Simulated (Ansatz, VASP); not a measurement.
**WSe2 in VASP and in Ansatz**

```
Se W
1.0
     3.28549    0.00000    0.00000
    -1.64275    2.84532    0.00000
     0.00000    0.00000   24.23865
Se W
4 2
Direct
  0.33333 0.66667 0.18565
  0.33333 0.66667 0.32466
  0.66667 0.33333 0.47772
  0.66667 0.33333 0.61673
  0.66667 0.33333 0.25516
  0.00000 0.00000 0.54722
```

Alike in both runs: task single point; functional PBE; dispersion D3(BJ); k mesh 9 × 9 × 1; occupations gaussian, width 0.05 eV; no spin polarisation.

|  | VASP | Ansatz |
| --- | --- | --- |
| version | VASP 6.6.1 | Ansatz 0.2.0 |
| potentials or method | VASP PAW PBE potentials, release 64 (Se, W_sv), cutoff 520 eV | scalar-relativistic, plane waves, PAW |
| valence electrons in the cell | 52 | 92 |

|  | VASP | Ansatz | Ansatz less VASP |
| --- | --- | --- | --- |
| gap on the k mesh at the Fermi level (eV) | 1.58 | 1.58 | -0.001 |
| least direct gap on the mesh (eV) | 1.65 | 1.66 | +0.004 |
| rms of the force components (eV/Å) | 0.050 | 0.034 | -0.0165 |

VASP's potentials hold 52 valence electrons a cell and Ansatz's 92, so a difference there can come from the potentials and not from the codes.

Neither program's run includes spin-orbit coupling.
